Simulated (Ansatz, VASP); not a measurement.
One calculation of Au, two programs

```xyz
1
Lattice="-1.7401 1.7401 1.6573 1.7401 -1.7401 1.6573 1.7401 1.7401 -1.6573" Properties=species:S:1:pos:R:3 pbc="T T T"
Au    0.0000    0.0000    0.0000
```

Change from the starting cell: strain +0.050 along x and y, +0.000 along z, atoms carried along.

Alike in both runs: task single point; functional PBEsol; k mesh 20 × 20 × 20; occupations gaussian, width 0.15 eV; no spin polarisation.

|  | VASP | Ansatz |
| --- | --- | --- |
| version | VASP 6.6.1 | Ansatz 0.2.0 |
| potentials or method | VASP PAW PBE potentials, release 64 (Au), cutoff 520 eV | scalar-relativistic, plane waves, PAW |
| valence electrons in the cell | 11 | 19 |

Ansatz gave:

```
gap on the k mesh at the Fermi level (eV)                     : none
pressure (GPa)                                                : -17.3
traceless stress, the component that is largest in VASP (GPa) : -0.43
```

Estimate VASP's values.

gap on the k mesh at the Fermi level (eV): none; pressure (GPa): -17.4; traceless stress, the component that is largest in VASP (GPa): -0.43.

VASP's potentials were made for PBE, not for PBEsol. A gap of «none» marks a metal or a gap that the smearing closes. VASP's potentials hold 11 valence electrons a cell and Ansatz's 19, so a difference there can come from the potentials and not from the codes.

Spin-orbit coupling is off throughout.
